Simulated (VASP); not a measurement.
Here is a VASP 6.6.1 calculation.

The input INCAR:

```
SYSTEM = Be
PREC = Accurate
ENCUT = 520
EDIFF = 1E-7
ISMEAR = 0
SIGMA = 0.1
LREAL = .FALSE.
LASPH = .TRUE.
NELM = 80
ALGO = Normal
ISIF = 2
LWAVE = .FALSE.
LCHARG = .FALSE.
GGA = PS
NBANDS = 9
```

The input KPOINTS:

```
regular mesh
0
G
  18 18 10
  0 0 0
```

File POSCAR:

```
Be
1.0
    2.3006517359     -0.0199366822      0.0218682639
   -1.1675915413      2.0223253753     -0.0000011970
    0.0342445590      0.0197689410      3.5127139590
Be
2
Direct
    0.3551661159      0.6775830580      0.2385174092
    0.6448338841      0.3224169420      0.7614825908
```

Potentials or basis: VASP PAW PBE potentials, release 64 (Be).

Launch:

```console
$ cat potpaw_PBE.64/Be/POTCAR > POTCAR
$ mpirun -np 1 vasp_std > vasp.out
```

Problem. What does it give for the largest force?

Solution. 0.748 eV/Å.

Problem. Estimate the pressure.

Solution. -2.8 GPa.

Problem. Estimate the band gap on the k mesh.

Solution. Zero (bands 2 and 3 overlap by 2.25 eV).

Stress tensor (GPa, compression positive):
```
-7.38 -0.78 -3.54
-0.78 -6.48 -2.04
-3.54 -2.04  5.56
```

Caveat: the cell differs from its parent crystal (strained and its atoms moved); the PAW data sets were made with another functional, which shifts forces and pressure a little.
